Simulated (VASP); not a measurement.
Write the native input for VASP 6.6.1 that does the following.

```yaml
Task: relaxation of cell and atoms
Functional: PBE
Potentials_or_basis: VASP PAW PBE potentials, release 64 (Bi_d, Se)
Cutoff: 600 eV
k_mesh: 4 × 4 × 4
Occupations: gaussian, width 0.1 eV
Spin: no spin polarisation
Dipole_correction: no
Further_INCAR_settings: ALGO = Normal; EDIFF = 1e-06; IBRION = 2; EDIFFG = -0.04; NSW = 90; ISIF = 3
```

The structure of Bi2Se3 lies in POSCAR:

```
Bi2Se3
1.0
   -2.8524814000      2.8524814000      4.4617793600
    2.8524814000     -2.8524814000      4.4617793600
    2.8524814000      2.8524814000     -4.4617793600
Bi Se
2 3
Direct
    0.4144850200      0.9144850200      0.5000000000
    0.9144850200      0.4144850200      0.5000000000
    0.6385931700      0.1385931700      0.5000000000
    0.1385931700      0.6385931700      0.5000000000
    0.1349532700      0.1349532700      0.0000000000
```

One way to write it, as run:

INCAR

```
PREC = Accurate ; ENCUT = 600
EDIFF = 1E-6 ; ISMEAR = 0
SIGMA = 0.1 ; LREAL = False
LASPH = True ; NELM = 100
ALGO = Normal ; ISIF = 3
LWAVE = False ; LCHARG = False
GGA = PE ; IBRION = 2
NSW = 90 ; EDIFFG = -0.04
```

KPOINTS

```
Automatic mesh
0
Gamma
  4 4 4
```

Potentials or basis: VASP PAW PBE potentials, release 64 (Bi_d, Se).

Run with:

```sh
$ cat potpaw_PBE.64/Bi_d/POTCAR potpaw_PBE.64/Se/POTCAR > POTCAR
$ mpirun -np 1 vasp_std > vasp.out
```

Results of the run:

| Property | Result |
| --- | --- |
| Relaxed volume | 32.16 Å³/atom |
| Relaxed cell | a = 6.954 Å, b = 6.954 Å, c = 6.954 Å, α = 135.88°, β = 135.88°, γ = 64.16° |
| Space group after relaxing (to 0.05 Å) | I4mm (No. 107) |
| Energy gained by relaxing | 2451.6 meV/atom |
| Ionic steps | 41 |
| Pressure after relaxing | 0.1 GPa |
| Largest force after relaxing | 0.028 eV/Å |
| Band gap on the k mesh | zero (band 24 reaches 3.91 eV, above the bottom of band 25 at 3.58 eV) |

Caveat: the k points lie up to 0.43 Å⁻¹ apart in the final cell; spin-orbit coupling is left out, which moves the levels of the heavy elements.

Run time: 17 min on 1 thread of Intel(R) Xeon(R) 6975P-C (Granite Rapids), on a shared host, peak memory 0.37 GiB.
